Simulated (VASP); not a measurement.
# SiO2 in VASP: notebook

SiO2 is run at these levels: PBE; tasks: single point.

Everything below comes from runs of VASP 6.6.1. Logs are shortened: lines on timing, memory, paths and dates and some standing lists are left out, and cuts for length are marked.

## 1. The cell of the first run

The cell holds a slab with vacuum, 24 atoms: a = 5.921 Å, b = 5.337 Å, c = 17.771 Å, α = 90.00°, β = 90.00°, γ = 90.00°.

## 2. Single point, PBE

The input, INCAR:

```
ALGO = Normal ; EDIFF = 1E-6
ENCUT = 520 ; GGA = PE
ISIF = 2 ; ISMEAR = -1
LASPH = True ; LCHARG = False
LREAL = Auto ; LWAVE = False
NBANDS = 82 ; NELM = 100
PREC = Accurate ; SIGMA = 0.05
```

The input, KPOINTS:

```
k-points
0
Gamma
  2 2 1
```

The input, POSCAR:

```
SiO2
1.0
    5.9206050000      0.0000000000      0.0000000000
    0.0000000000      5.3368000000      0.0000000000
    0.0000000000      0.0000000000     17.7714160000
Si O
8 16
Direct
    0.0000000000      0.0000000000      0.0562701363
    0.4999995777      0.2500000000      0.0562701363
    0.5390158607     -0.0579560785      0.2602493802
    0.0529168894      0.2019000150      0.2270387458
    0.0000000000      0.5000000000      0.0562701363
    0.4999995777      0.7500000000      0.0562701363
    0.5451976614      0.4653725079      0.2512067693
    0.0145762131      0.7198695848      0.2216424397
    1.0368534972     -0.0094251237      0.1530491436
    0.1941017852      0.2500000000      0.0562701363
    0.5148291433      0.0197496627      0.1073971821
    0.8058973703      0.2500000000      0.0562701363
    0.5662259178     -0.1566669165      0.3589359452
    0.7193183805      0.2161220207      0.2374993641
    0.0023815134     -0.0768063259      0.3004881547
    0.3611624150      0.2241605456      0.2542341027
    1.0522404383      0.4900127417      0.1411198747
    0.1941017852      0.7500000000      0.0562701363
    0.4968917872      0.4946222455      0.1149261263
    0.8058973703      0.7500000000      0.0562701363
    0.5463799730      0.5523159946      0.3418748399
    0.7462075244      0.6771286164      0.2067533617
    0.0585075343      0.4677709489      0.2790661138
    0.3591355951      0.7062659271      0.2331778177
```

Potentials or basis: VASP PAW PBE potentials, release 64 (Si, O).

Command:

```sh
$ cat potpaw_PBE.64/Si/POTCAR potpaw_PBE.64/O/POTCAR > POTCAR
$ mpirun -np 1 vasp_std > vasp.out
```

OUTCAR:

```text
EDIFF = 1E-6
   ENCUT = 520
   GGA = PE
   ISIF = 2
   ISMEAR = -1
   LASPH = True
   LREAL = Auto
   NELM = 100
   PREC = Accurate

 ion  position               nearest neighbor table
   1  0.000  0.000  0.056-   9 1.73  10 1.76  18 1.76  12 1.76  20 1.76   5 2.67   5 2.67
   2  0.500  0.250  0.056-  11 1.53  19 1.67  10 1.81  12 1.81   6 2.67   6 2.67
   3  0.539  0.942  0.260-  24 1.72  13 1.84  16 1.84  14 1.86  22 2.10  21 2.54   7 2.55   7 2.80
                             8 3.13
   4  0.053  0.202  0.227-  23 1.69   9 1.73  16 1.89  14 1.99  15 2.00  17 2.17   8 2.58   8 2.78

   5  0.000  0.500  0.056-  17 1.54  10 1.76  18 1.76  12 1.76  20 1.76   1 2.67   1 2.67
   6  0.500  0.750  0.056-  11 1.70  19 1.72  18 1.81  20 1.81   2 2.67   2 2.67
   7  0.545  0.465  0.251-  21 1.68  16 1.69  14 1.70  24 1.72  22 1.82  19 2.44   3 2.55   3 2.80
                             8 3.14
   8  0.015  0.720  0.222-  22 1.63  23 1.71  15 1.77   9 1.89  17 1.90  24 2.05   4 2.58   4 2.78
                             3 3.13   7 3.14
   9  0.037  0.991  0.153-   1 1.73   4 1.73   8 1.89
  10  0.194  0.250  0.056-   1 1.76   5 1.76   2 1.81
  11  0.515  0.020  0.107-   2 1.53   6 1.70
  12  0.806  0.250  0.056-   1 1.76   5 1.76   2 1.81
  13  0.566  0.843  0.359-  21 1.59   3 1.84
  14  0.719  0.216  0.237-   7 1.70   3 1.86   4 1.99
  15  0.002  0.923  0.300-   8 1.77   4 2.00
  16  0.361  0.224  0.254-   7 1.69   3 1.84   4 1.89
  17  0.052  0.490  0.141-   5 1.54   8 1.90   4 2.17
  18  0.194  0.750  0.056-   1 1.76   5 1.76   6 1.81
  19  0.497  0.495  0.115-   2 1.67   6 1.72   7 2.44
  20  0.806  0.750  0.056-   1 1.76   5 1.76   6 1.81
  21  0.546  0.552  0.342-  13 1.59   7 1.68   3 2.54
  22  0.746  0.677  0.207-   8 1.63   7 1.82   3 2.10
  23  0.059  0.468  0.279-   4 1.69   8 1.71
  24  0.359  0.706  0.233-   3 1.72   7 1.72   8 2.05

  LATTYP: Found a simple orthorhombic cell.
 ALAT       =     5.3368000000
 B/A-ratio  =     1.1093923325
 C/A-ratio  =     3.3299760156

  Lattice vectors:

 A1 = (   0.0000000000,  -5.3368000000,   0.0000000000)
 A2 = (   5.9206050000,   0.0000000000,   0.0000000000)
 A3 = (   0.0000000000,   0.0000000000,  17.7714160000)

Analysis of symmetry for initial positions (statically):
=====================================================================
 Subroutine PRICEL returns:
 Original cell was already a primitive cell.

 Routine SETGRP: Setting up the symmetry group for a
 simple orthorhombic supercell.

 Subroutine GETGRP returns: Found  1 space group operations
 (whereof  1 operations were pure point group operations)
 out of a pool of  8 trial point group operations.

The static configuration has the point symmetry C_1 .

Analysis of symmetry for dynamics (positions and initial velocities):
=====================================================================
 Subroutine PRICEL returns:
 Original cell was already a primitive cell.

 Routine SETGRP: Setting up the symmetry group for a
 simple orthorhombic supercell.

 Subroutine GETGRP returns: Found  1 space group operations
 (whereof  1 operations were pure point group operations)
 out of a pool of  8 trial point group operations.

The dynamic configuration has the point symmetry C_1 .

 Subroutine INISYM returns: Found  1 space group operations
 (whereof  1 operations are pure point group operations),
 and found     1 'primitive' translations

----------------------------------------------------------------------------------------

                                     Primitive cell

  volume of cell :     561.5249

  direct lattice vectors                    reciprocal lattice vectors
     5.920605000  0.000000000  0.000000000     0.168901658  0.000000000  0.000000000
     0.000000000  5.336800000  0.000000000     0.000000000  0.187378204  0.000000000
     0.000000000  0.000000000 17.771416000     0.000000000  0.000000000  0.056270136

  length of vectors
     5.920605000  5.336800000 17.771416000     0.168901658  0.187378204  0.056270136

  position of ions in fractional coordinates (direct lattice)
     0.000000000  0.000000000  0.056270136
     0.499999578  0.250000000  0.056270136
     0.539015861  0.942043922  0.260249380
     0.052916889  0.201900015  0.227038746
     0.000000000  0.500000000  0.056270136
     0.499999578  0.750000000  0.056270136
[... 16 lines left out ...]
     0.058507534  0.467770949  0.279066114
     0.359135595  0.706265927  0.233177818

  ion indices of the primitive-cell ions
   primitive index   ion index
                 1           1
                 2           2
                 3           3
                 4           4
                 5           5
                 6           6
[... 16 lines left out ...]
                23          23
                24          24

----------------------------------------------------------------------------------------

 KPOINTS: k-points

Automatic generation of k-mesh.
 Grid dimensions read from file:
 generate k-points for:    2    2    1

 Generating k-lattice:

  Cartesian coordinates                     Fractional coordinates (reciprocal lattice)
     0.084450829  0.000000000  0.000000000     0.500000000  0.000000000  0.000000000
     0.000000000  0.093689102  0.000000000     0.000000000  0.500000000  0.000000000
     0.000000000  0.000000000  0.056270136     0.000000000  0.000000000  1.000000000

  Length of vectors
     0.084450829  0.093689102  0.056270136

  Shift w.r.t. Gamma in fractional coordinates (k-lattice)
     0.000000000  0.000000000  0.000000000

 Subroutine IBZKPT returns following result:
 ===========================================

 Found      4 irreducible k-points:

 Following reciprocal coordinates:
            Coordinates               Weight
  0.000000  0.000000  0.000000      1.000000
  0.500000  0.000000  0.000000      1.000000
  0.000000  0.500000  0.000000      1.000000
  0.500000  0.500000  0.000000      1.000000
   k-points           NKPTS =      4   k-points in BZ     NKDIM =      4   number of bands    NBANDS=     82
   number of dos      NEDOS =    301   number of ions     NIONS =     24
   total plane-waves  NPLWV = 268800
   dimension x,y,z NGX =    48 NGY =   40 NGZ =  140
   dimension x,y,z NGXF=    96 NGYF=   80 NGZF=  280
   ions per type =               8  16
   NGX,Y,Z   is equivalent  to a cutoff of  13.48, 12.46, 13.10 a.u.
   NGXF,Y,Z  is equivalent  to a cutoff of  26.96, 24.92, 26.19 a.u.
 SYSTEM =  unknown system
   PREC   = accura    normal or accurate (medium, high low for compatibility)
   ISTART =      0    job   : 0-new  1-cont  2-samecut
   ICHARG =      2    charge: 1-file 2-atom 10-const
   ISPIN  =      1    spin polarized calculation?
   LNONCOLLINEAR =      F non collinear calculations
   LSORBIT =      F    spin-orbit coupling
   LASPH  =      T    aspherical Exc in radial PAW
   ENCUT  =  520.0 eV  38.22 Ry    6.18 a.u.  11.01  9.92 33.04*2*pi/ulx,y,z
   NELM   =    100;   NELMIN=  2; NELMDL= -5     # of ELM steps
   EDIFF  = 0.1E-05   stopping-criterion for ELM
   LREAL  =      T    real-space projection
   EDIFFG = 0.1E-04   stopping-criterion for IOM
   NSW    =      0    number of steps for IOM
   IBRION =     -1    ionic relax: 0-MD 1-quasi-New 2-CG
   NFREE  =      0    steps in history (QN), initial steepest desc. (CG)
   ISIF   =      2    stress and relaxation
   ISYM   =      2    0-nonsym 1-usesym 2-fastsym
   POTIM  = 0.5000    time-step for ionic-motion
   TEBEG  =    0.0;   TEEND  =   0.0 temperature during run
   PSTRESS=    0.0 pullay stress
   NELECT =     128.0000    total number of electrons
   NUPDOWN=      -1.0000    fix difference up-down
   EMIN   =  10.00;   EMAX   =-10.00  energy-range for DOS
   EFERMI =   0.00;   METHOD = LEGACY
   ISMEAR =    -1;   SIGMA  =   0.05  broadening in eV -4-tet -1-fermi 0-gaus
   EFERMI_NEDOS =   21; number of points for ismear=-14 and -15
   IALGO  =     38    algorithm
   IMIX   =      4    mixing-type and parameters
     AMIX     =   0.40;   BMIX     =  1.00
     AMIX_MAG =   1.60;   BMIX_MAG =  1.00
  volume/ion in A,a.u.               =      23.40       157.89
  Fermi-wavevector in a.u.,A,eV,Ry     =   1.000050  1.889821 13.607192  1.000100
  Thomas-Fermi vector in A             =   2.132381
   LORBIT       =      0    0 simple, 1 ext, 2 COOP (PROOUT), +10 PAW based schemes
   GGA     = PE    functional components
   LHFCALC =     F    Hartree Fock is set to
   AEXX    =    0.0000 exact exchange contribution
   IVDW    =     0    specifies the selected vdW correction
   LEPSILON=     F    determine dielectric tensor
   LRPA    =     F    only Hartree local field effects (RPA)
 non-spin polarized calculation
  energy-cutoff  :      520.00
  volume of cell :      561.52
 maximum number of plane-waves:     15140
 NGX is ok and might be reduce to    48
   NGX = 23   NGY = 19   NGZ = 67

 number of electron     128.0000010 magnetization

 Free energy of the ion-electron system (eV)
  ---------------------------------------------------
  ext. energy  EPLUGINS =         0.00000000
  ---------------------------------------------------
  free energy    TOTEN  =      -163.90307486 eV

  energy without entropy =     -163.84053495  energy(sigma->0) =     -163.87180491

 E-fermi :  -0.7288     XC(G=0):  -5.1802

 val. band max:       -0.7400070710   @ k =   0.5000   0.5000   0.0000
 cond. band min:      -0.7173960971   @ k =   0.0000   0.5000   0.0000
 fundamental gap:      0.0226109740
 Fermi energy:        -0.7288404193

 k-point     1 :       0.0000    0.0000    0.0000
  band No.  band energies     occupation
      1     -24.9744      2.00000
      2     -23.3376      2.00000
      3     -22.8193      2.00000
      4     -22.6450      2.00000
      5     -22.2039      2.00000
      6     -21.8706      2.00000
[... 68 lines left out ...]
     75       5.2636      0.00000
     76       5.3633      0.00000

 k-point     2 :       0.5000    0.0000    0.0000
  band No.  band energies     occupation
      1     -24.7553      2.00000
      2     -23.5769      2.00000
      3     -23.2587      2.00000
      4     -22.4080      2.00000
      5     -22.0769      2.00000
      6     -22.0205      2.00000
[... 68 lines left out ...]
     75       5.2229      0.00000
     76       5.5165      0.00000

 k-point     3 :       0.0000    0.5000    0.0000
  band No.  band energies     occupation
      1     -24.3368      2.00000
      2     -24.2782      2.00000
      3     -22.4366      2.00000
      4     -22.3602      2.00000
      5     -22.1991      2.00000
      6     -22.0523      2.00000
[... 68 lines left out ...]
     75       5.4529      0.00000
     76       5.8395      0.00000

 k-point     4 :       0.5000    0.5000    0.0000
  band No.  band energies     occupation
      1     -24.1632      2.00000
      2     -24.0872      2.00000
      3     -23.1337      2.00000
      4     -22.7889      2.00000
      5     -22.0393      2.00000
      6     -21.9042      2.00000
[... 68 lines left out ...]
     75       5.2929      0.00000
     76       5.5461      0.00000
 [bands above 76 left out]

------------------------ aborting loop because EDIFF is reached ----------------------------------------

  FORCE on cell =-STRESS in cart. coord.  units (eV):
  Direction    XX          YY          ZZ          XY          YZ          ZX
  --------------------------------------------------------------------------------------
  -------------------------------------------------------------------------------------
  Total       26.0671678      2.4852418      3.8871240     -3.0642415     -0.1617034     -1.7666396
  in kB       74.3764392      7.0910442     11.0909802     -8.7430815     -0.4613819     -5.0406842
  external PRESSURE =      30.8528212 kB  Pullay stress =       0.0000000 kB

 VOLUME and BASIS-vectors are now :
 -----------------------------------------------------------------------------
  energy-cutoff  :      520.00
  volume of cell :      561.52
      direct lattice vectors                 reciprocal lattice vectors
     5.920605000  0.000000000  0.000000000     0.168901658  0.000000000  0.000000000
     0.000000000  5.336800000  0.000000000     0.000000000  0.187378204  0.000000000
     0.000000000  0.000000000 17.771416000     0.000000000  0.000000000  0.056270136

 POSITION                                       TOTAL-FORCE (eV/Angst)
 -----------------------------------------------------------------------------------
      0.00000      0.00000      1.00000         0.743587      0.168204      4.105614
      2.96030      1.33420      1.00000        -0.455919      4.377634     -2.193830
      3.19130      5.02750      4.62500         0.791959      1.229535      1.254409
      0.31330      1.07750      4.03480        -1.272247      1.224863      4.903170
      0.00000      2.66840      1.00000         0.011388     -0.103176      1.354473
      2.96030      4.00260      1.00000        -0.175311     -1.017485      0.726500
[... 16 lines left out ...]
      0.34640      2.49640      4.95940        -1.615963     -0.976081     -0.981423
      2.12630      3.76920      4.14390        -0.215813      2.637069     -1.442784
 -----------------------------------------------------------------------------------
    total drift:                               -0.001559     -0.011691      0.002842

  FREE ENERGIE OF THE ION-ELECTRON SYSTEM (eV)
  ---------------------------------------------------
  free  energy   TOTEN  =      -163.9030748563 eV

  energy  without entropy=     -163.8405349547  energy(sigma->0) =     -163.87180491
```

Run time: 8.1 min. Hardware: 1 thread of Intel Xeon Platinum 8259CL at 2.50GHz (Skylake/Cascade Lake), shared host; peak memory 0.59 GiB.

What came out:

- Free energy: -163.9031 eV
- Largest force: 7.474 eV/Å
- Band gap on the k mesh: 0.02 eV (least direct gap 0.11 eV)

Forces in eV/Å, atoms in the order of the input:
```
Si   0.744  0.168  4.106
Si  -0.456  4.378 -2.194
Si   0.792  1.230  1.254
Si  -1.272  1.225  4.903
Si   0.011 -0.103  1.354
Si  -0.175 -1.017  0.727
Si   0.753  1.026 -0.586
Si   2.520 -1.852  3.404
O   -0.039  0.027  1.959
O   -0.890 -1.516 -4.962
O   -0.648 -5.200  2.461
O    1.923 -0.084 -3.164
O   -0.292 -1.408 -3.445
O    1.563 -2.023 -0.396
O    1.285  2.040 -5.017
O   -1.814 -3.684 -1.108
O   -0.242  0.109  7.469
O   -0.819  1.211 -4.365
O    0.119  0.411 -1.137
O    1.717  0.272 -2.736
O    1.008  1.262  2.071
O   -3.955  1.869  1.826
O   -1.616 -0.976 -0.981
O   -0.216  2.637 -1.443
```

Caveat: the k points lie up to 0.59 Å⁻¹ apart; the atoms stand as in a frame of molecular dynamics.

(Part 1 of 2 ends here.)
